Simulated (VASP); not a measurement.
Write the native input for VASP 6.6.1 that does the following.

| Item | Value |
| --- | --- |
| Task | single point |
| Functional | PBE |
| Potentials or basis | VASP PAW PBE potentials, release 64 (Sn_d, Se) |
| Cutoff | 520 eV |
| k mesh | 6 × 6 × 4 |
| Occupations | gaussian, width 0.01 eV |
| Spin | no spin polarisation |
| Dipole correction | no |
| Further INCAR settings | ALGO = Normal; EDIFF = 1e-07; NBANDS = 20 |

The structure of SnSe2 lies in POSCAR:

```
SnSe2
1.0
    3.6520202151      0.0000000000      0.0000000000
   -1.8260101075      3.1627395849      0.0000000000
    0.0000000000      0.0000000000      5.8800304486
Sn Se
1 2
Direct
    0.0000000000      0.0000000000      0.0000000000
    0.3333333333      0.6666666667      0.2490000000
    0.6666666667      0.3333333333      0.7510000000
```

One way to write it, as run:

INCAR

```
  PREC = Accurate
  ENCUT = 520
  EDIFF = 1E-7
  ISMEAR = 0
  SIGMA = 0.01
  LREAL = F
  LASPH = T
  NELM = 60
  ALGO = Normal
  ISIF = 2
  LWAVE = F
  LCHARG = F
  GGA = PE
  NBANDS = 20
```

KPOINTS

```
Automatic mesh
0
Gamma
  6 6 4
```

Potentials or basis: VASP PAW PBE potentials, release 64 (Sn_d, Se).

Run with:

```bash
$ cat potpaw_PBE.64/Sn_d/POTCAR potpaw_PBE.64/Se/POTCAR > POTCAR
$ mpirun -np 1 vasp_std > vasp.out
```

It gave:

| Property | Result |
| --- | --- |
| Pressure | 19.6 GPa |
| Largest force | 2.366 eV/Å |
| Band gap on the k mesh | 0.90 eV, indirect (least direct gap 1.54 eV) |

Caveat: spin-orbit coupling is left out, which moves the levels of the heavy elements; this functional lacks dispersion, which binds the layers, so the pressure and a relaxed spacing across them are unreliable; forces of over 1 eV/Å act on the atoms, so gaps and moduli don't describe the material at rest.

Wall time 16 s on 1 thread of Intel(R) Xeon(R) 6975P-C (Granite Rapids), on a shared host, peak memory 0.19 GiB.
